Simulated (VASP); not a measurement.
# Ag (R-3m) in VASP: single point with r2SCAN

Aim: the single point of Ag with r2SCAN.

Everything below comes from runs of VASP 6.6.1. Logs are shortened: lines on timing, memory, paths and dates and some standing lists are left out, and cuts for length are marked.

## 1. The cell of the first run

The structure is trigonal, space group R-3m (No. 166). The conventional cell has a = 3.885 Å, b = 3.885 Å, c = 5.069 Å, α = 90.00°, β = 90.00°, γ = 120.00°. Within 3.7 Å of Ag (site symmetry -3m) lie 6 Ag at 2.81 Å.

## 2. Single point, r2SCAN

The input, POSCAR:

```
Ag
1.0
    1.9426337724      3.3647403943     -0.0000014935
   -1.9426337724      3.3647403943     -0.0000014935
    0.0000000000     -2.2431587628      3.3793129957
Ag
2
Direct
    0.2500770463      0.2500770463      0.7502311388
    0.7499229537      0.7499229537      0.2497688612
```

The input, INCAR.step1:

```
  PREC = Accurate
  ENCUT = 520
  ISMEAR = 1
  SIGMA = 0.024
  LREAL = False
  LASPH = True
  NELM = 60
  NBANDS = 18
  GGA = PE
  ALGO = Normal
  EDIFF = 1E-4
  LWAVE = True
  LCHARG = False
```

The input, INCAR.step2:

```
  PREC = Accurate
  ENCUT = 520
  EDIFF = 1E-6
  ISMEAR = 1
  SIGMA = 0.024
  LREAL = False
  LASPH = True
  NELM = 60
  ALGO = Normal
  ISIF = 2
  LWAVE = False
  LCHARG = False
  METAGGA = R2SCAN
  LMIXTAU = True
  NBANDS = 18
  ISTART = 1
```

The input, KPOINTS:

```
regular mesh
0
Gamma
  8 8 8
```

Potentials or basis: VASP PAW PBE potentials, release 64 (Ag).

Run with:

```
> cat potpaw_PBE.64/Ag/POTCAR > POTCAR
> cp INCAR.step1 INCAR
> mpirun -np 1 vasp_std > vasp.out
> cp INCAR.step2 INCAR
> mpirun -np 1 vasp_std > vasp.out
```

OUTCAR:

```text
PREC = Accurate
   ENCUT = 520
   EDIFF = 1E-6
   ISMEAR = 1
   LREAL = False
   LASPH = True
   NELM = 60
   ISIF = 2
   METAGGA = R2SCAN
   ISTART = 1

 ion  position               nearest neighbor table
   1  0.250  0.250  0.750-   2 2.81   2 2.81   2 2.81   2 2.81   2 2.81   2 2.81
   2  0.750  0.750  0.250-   1 2.81   1 2.81   1 2.81   1 2.81   1 2.81   1 2.81

  LATTYP: Found a trigonal (rhomboedric) cell.
 ALAT       =     4.0560470361
 COS(alpha) =     0.5412184973

  Lattice vectors:

 A1 = (  -1.9426337724,   1.1215816315,   3.3793115022)
 A2 = (   0.0000000000,  -2.2431587628,   3.3793129957)
 A3 = (   1.9426337724,   1.1215816315,   3.3793115022)

Analysis of symmetry for initial positions (statically):
=====================================================================
 Subroutine PRICEL returns:
 Original cell was already a primitive cell.

 Routine SETGRP: Setting up the symmetry group for a
 trigonal (rhombohedral) supercell.

 Subroutine GETGRP returns: Found 12 space group operations
 (whereof 12 operations were pure point group operations)
 out of a pool of 12 trial point group operations.

The static configuration has the point symmetry D_3d.

Analysis of symmetry for dynamics (positions and initial velocities):
=====================================================================
 Subroutine PRICEL returns:
 Original cell was already a primitive cell.

 Routine SETGRP: Setting up the symmetry group for a
 trigonal (rhombohedral) supercell.

 Subroutine GETGRP returns: Found 12 space group operations
 (whereof 12 operations were pure point group operations)
 out of a pool of 12 trial point group operations.

The dynamic configuration has the point symmetry D_3d.

 Subroutine INISYM returns: Found 12 space group operations
 (whereof 12 operations are pure point group operations),
 and found     1 'primitive' translations

----------------------------------------------------------------------------------------

                                     Primitive cell

  volume of cell :      44.1775

  direct lattice vectors                    reciprocal lattice vectors
     1.942633772  3.364740394 -0.000001493     0.257382532  0.148599918  0.098639342
    -1.942633772  3.364740394 -0.000001493    -0.257382532  0.148599918  0.098639342
     0.000000000 -2.243158763  3.379312996     0.000000000  0.000000131  0.295918222

  length of vectors
     3.885267545  3.885267545  4.056047036     0.313141220  0.313141220  0.295918222

  position of ions in fractional coordinates (direct lattice)
     0.250077046  0.250077046  0.750231139
     0.749922954  0.749922954  0.249768861

  ion indices of the primitive-cell ions
   primitive index   ion index
                 1           1
                 2           2

----------------------------------------------------------------------------------------

 KPOINTS: regular mesh

Automatic generation of k-mesh.
 Grid dimensions read from file:
 generate k-points for:    8    8    8

 Generating k-lattice:

  Cartesian coordinates                     Fractional coordinates (reciprocal lattice)
     0.032172817  0.018574990  0.012329918     0.125000000  0.000000000 -0.000000000
    -0.032172817  0.018574990  0.012329918     0.000000000  0.125000000 -0.000000000
     0.000000000  0.000000016  0.036989778     0.000000000  0.000000000  0.125000000

  Length of vectors
     0.039142652  0.039142652  0.036989778

  Shift w.r.t. Gamma in fractional coordinates (k-lattice)
     0.000000000  0.000000000  0.000000000

 Subroutine IBZKPT returns following result:
 ===========================================

 Found     65 irreducible k-points:

 Following reciprocal coordinates:
            Coordinates               Weight
  0.000000  0.000000  0.000000      1.000000
  0.125000  0.000000  0.000000      6.000000
  0.250000  0.000000  0.000000      6.000000
  0.375000  0.000000  0.000000      6.000000
  0.500000  0.000000  0.000000      3.000000
  0.125000  0.125000  0.000000      6.000000
[... 16 lines left out ...]
  0.125000  0.000000  0.125000      6.000000
  0.250000  0.000000  0.125000      6.000000
 [... further k-points ...]
   k-points           NKPTS =     65   k-points in BZ     NKDIM =     65   number of bands    NBANDS=     18
   number of dos      NEDOS =    301   number of ions     NIONS =      2
   total plane-waves  NPLWV =  27000
   dimension x,y,z NGX =    30 NGY =   30 NGZ =   30
   dimension x,y,z NGXF=    60 NGYF=   60 NGZF=   60
   ions per type =               2
   NGX,Y,Z   is equivalent  to a cutoff of  12.84, 12.84, 12.30 a.u.
   NGXF,Y,Z  is equivalent  to a cutoff of  25.67, 25.67, 24.59 a.u.
 SYSTEM =  unknown system
   PREC   = accura    normal or accurate (medium, high low for compatibility)
   ISTART =      1    job   : 0-new  1-cont  2-samecut
   ICHARG =      0    charge: 1-file 2-atom 10-const
   ISPIN  =      1    spin polarized calculation?
   LNONCOLLINEAR =      F non collinear calculations
   LSORBIT =      F    spin-orbit coupling
   LASPH  =      T    aspherical Exc in radial PAW
   ENCUT  =  520.0 eV  38.22 Ry    6.18 a.u.   7.22  7.22  7.54*2*pi/ulx,y,z
   NELM   =     60;   NELMIN=  2; NELMDL=  0     # of ELM steps
   EDIFF  = 0.1E-05   stopping-criterion for ELM
   LREAL  =      F    real-space projection
[... 7 lines left out ...]
   TEBEG  =    0.0;   TEEND  =   0.0 temperature during run
   PSTRESS=    0.0 pullay stress
   NELECT =      22.0000    total number of electrons
   NUPDOWN=      -1.0000    fix difference up-down
   EMIN   =  10.00;   EMAX   =-10.00  energy-range for DOS
   EFERMI =   0.00;   METHOD = LEGACY
   ISMEAR =     1;   SIGMA  =   0.02  broadening in eV -4-tet -1-fermi 0-gaus
   EFERMI_NEDOS =   21; number of points for ismear=-14 and -15
   IALGO  =     38    algorithm
   IMIX   =      4    mixing-type and parameters
     AMIX     =   0.40;   BMIX     =  1.00
     AMIX_MAG =   1.60;   BMIX_MAG =  1.00
  volume/ion in A,a.u.               =      22.09       149.06
  Fermi-wavevector in a.u.,A,eV,Ry     =   1.297624  2.452153 22.909864  1.683827
  Thomas-Fermi vector in A             =   2.429004
   LORBIT       =      0    0 simple, 1 ext, 2 COOP (PROOUT), +10 PAW based schemes
   METAGGA = R2SCAN    functional components
   LHFCALC =     F    Hartree Fock is set to
   AEXX    =    0.0000 exact exchange contribution
   IVDW    =     0    specifies the selected vdW correction
   LEPSILON=     F    determine dielectric tensor
   LRPA    =     F    only Hartree local field effects (RPA)
 non-spin polarized calculation
 Methfessel and Paxton  Order N= 1 SIGMA  =   0.02
  energy-cutoff  :      520.00
  volume of cell :       44.18
 maximum number of plane-waves:      1219
 NGX is ok and might be reduce to    30
   NGX = 15   NGY = 15   NGZ = 15

 number of electron      22.0000006 magnetization

 Free energy of the ion-electron system (eV)
  ---------------------------------------------------
  ext. energy  EPLUGINS =         0.00000000
  ---------------------------------------------------
  free energy    TOTEN  =       -41.96611061 eV

  energy without entropy =      -41.96610463  energy(sigma->0) =      -41.96610862

 E-fermi :   5.3101     XC(G=0): -11.1945

 val. band max:        5.1596931410   @ k =   0.5000   0.2500   0.1250
 cond. band min:       5.3128407481   @ k =   0.1250   0.0000   0.3750
 fundamental gap:      0.1531476072
 Fermi energy:         5.3100811345

 k-point     1 :       0.0000    0.0000    0.0000
  band No.  band energies     occupation
      1      -0.8550      2.00000
      2      -0.4645      2.00000
      3      -0.4645      2.00000
      4      -0.0759      2.00000
      5       0.0913      2.00000
      6       0.0913      2.00000
[... 10 lines left out ...]
     17      19.1397      0.00000
     18      19.2813      0.00000

 k-point     2 :       0.1250    0.0000    0.0000
  band No.  band energies     occupation
      1      -0.5916      2.00000
      2      -0.3782      2.00000
      3      -0.3700      2.00000
      4       0.0131      2.00000
      5       0.1225      2.00000
      6       0.1823      2.00000
[... 10 lines left out ...]
     17      18.4008      0.00000
     18      18.5520      0.00000

 k-point     3 :       0.2500    0.0000    0.0000
  band No.  band energies     occupation
      1      -0.1224      2.00000
      2      -0.0920      2.00000
      3       0.1257      2.00000
      4       0.1909      2.00000
      5       0.3012      2.00000
      6       0.4355      2.00000
[... 10 lines left out ...]
     17      17.2450      0.00000
     18      17.4897      0.00000

 k-point     4 :       0.3750    0.0000    0.0000
  band No.  band energies     occupation
      1       0.2897      2.00000
      2       0.3480      2.00000
      3       0.3831      2.00000
      4       0.6607      2.00000
      5       0.7377      2.00000
      6       0.7853      2.00000
[... 10 lines left out ...]
     17      16.0600      0.00000
     18      16.6911      0.00000

 k-point     5 :       0.5000    0.0000    0.0000
  band No.  band energies     occupation
      1       0.6341      2.00000
      2       0.6345      2.00000
      3       0.7770      2.00000
      4       0.7779      2.00000
      5       0.8634      2.00000
      6       0.8659      2.00000
[... 10 lines left out ...]
     17      16.2492      0.00000
     18      16.2542      0.00000

 k-point     6 :       0.1250    0.1250    0.0000
  band No.  band energies     occupation
      1      -0.5884      2.00000
      2      -0.4276      2.00000
      3      -0.1844      2.00000
      4      -0.0549      2.00000
      5       0.1761      2.00000
      6       0.2630      2.00000
[... 307 lines left out ...]
 k-point    21 :       0.5000    0.5000    0.0000
  band No.  band energies     occupation
      1      -0.4142      2.00000
      2      -0.2101      2.00000
      3       0.1219      2.00000
      4       0.2170      2.00000
      5       1.3080      2.00000
      6       1.3608      2.00000
[... 10 lines left out ...]
     17      22.4420      0.00000
     18      23.3758      0.00000

 k-point    22 :       0.0000    0.0000    0.1250
  band No.  band energies     occupation
      1      -0.6152      2.00000
      2      -0.3695      2.00000
      3      -0.3695      2.00000
      4      -0.0311      2.00000
      5       0.1728      2.00000
      6       0.1728      2.00000
[... 10 lines left out ...]
     17      18.6872      0.00000
     18      18.6872      0.00000

 k-point    23 :       0.1250    0.0000    0.1250
  band No.  band energies     occupation
      1      -0.4207      2.00000
      2      -0.1268      2.00000
      3      -0.1006      2.00000
      4       0.0283      2.00000
      5       0.2583      2.00000
      6       0.3679      2.00000
[... 10 lines left out ...]
     17      17.2543      0.00000
     18      19.8809      0.00000

 k-point    24 :       0.2500    0.0000    0.1250
  band No.  band energies     occupation
      1      -0.2026      2.00000
      2       0.1793      2.00000
      3       0.2909      2.00000
      4       0.4935      2.00000
      5       0.5962      2.00000
      6       0.6879      2.00000
[... 10 lines left out ...]
     17      17.0403      0.00000
     18      19.6418      0.00000

 [... further k-points ...]
[... 5 lines left out ...]
  --------------------------------------------------------------------------------------
  -------------------------------------------------------------------------------------
  Total       -1.6427025     -1.6427025     -1.5429592      0.0000000      0.0000000      0.0000000
  in kB      -59.5756419    -59.5756419    -55.9582658      0.0000000      0.0000016      0.0000000
  external PRESSURE =     -58.3698499 kB  Pullay stress =       0.0000000 kB

 VOLUME and BASIS-vectors are now :
 -----------------------------------------------------------------------------
  energy-cutoff  :      520.00
  volume of cell :       44.18
      direct lattice vectors                 reciprocal lattice vectors
     1.942633772  3.364740394 -0.000001493     0.257382532  0.148599918  0.098639342
    -1.942633772  3.364740394 -0.000001493    -0.257382532  0.148599918  0.098639342
     0.000000000 -2.243158763  3.379312996     0.000000000  0.000000131  0.295918222

 POSITION                                       TOTAL-FORCE (eV/Angst)
 -----------------------------------------------------------------------------------
      0.00000      0.00000      2.53527         0.000000     -0.000000     -0.006091
      0.00000      4.48632      0.84404         0.000000      0.000000      0.006091
 -----------------------------------------------------------------------------------
    total drift:                               -0.000000     -0.000000      0.000000

  FREE ENERGIE OF THE ION-ELECTRON SYSTEM (eV)
  ---------------------------------------------------
  free  energy   TOTEN  =       -41.9661106084 eV

  energy  without entropy=      -41.9661046286  energy(sigma->0) =      -41.96610862
```

It took 2.7 min on 1 thread of Intel Xeon Platinum 8488C (Sapphire Rapids), shared host; peak memory 0.19 GiB.

What came out:

```yaml
Free_energy: -41.9661 eV
Pressure: -5.8 GPa
Largest_force: 0.006 eV/Å
Band_gap_on_the_k_mesh: zero (band 11 reaches 6.83 eV, above the bottom of band 12 at 3.59 eV)
```

Forces on the atoms (eV/Å):
```
Ag   0.000  0.000 -0.006
Ag   0.000  0.000  0.006
```

Levels at points of the mesh, in eV from the Fermi level:
| k point | band 8 | band 9 | band 10 | band 11 | band 12 | band 13 | band 14 | band 15 |
| --- | --- | --- | --- | --- | --- | --- | --- | --- |
| (0.00, 0.00, 0.00) | -3.16 | -3.13 | -2.39 | -2.39 | 7.40 | 8.83 | 8.83 | 10.65 |
| (0.50, 0.00, 0.00) | -4.05 | -3.97 | -3.97 | -1.22 | -1.22 | 9.31 | 9.32 | 9.81 |
| (0.50, 0.50, 0.00) | -3.81 | -3.08 | -2.44 | -0.28 | 1.38 | 3.55 | 4.34 | 6.87 |
| (0.00, 0.00, 0.50) | -4.05 | -4.05 | -4.05 | -1.72 | -1.72 | 10.31 | 10.31 | 10.31 |

Caveat: the PAW data sets were made with another functional, which shifts forces and pressure a little.
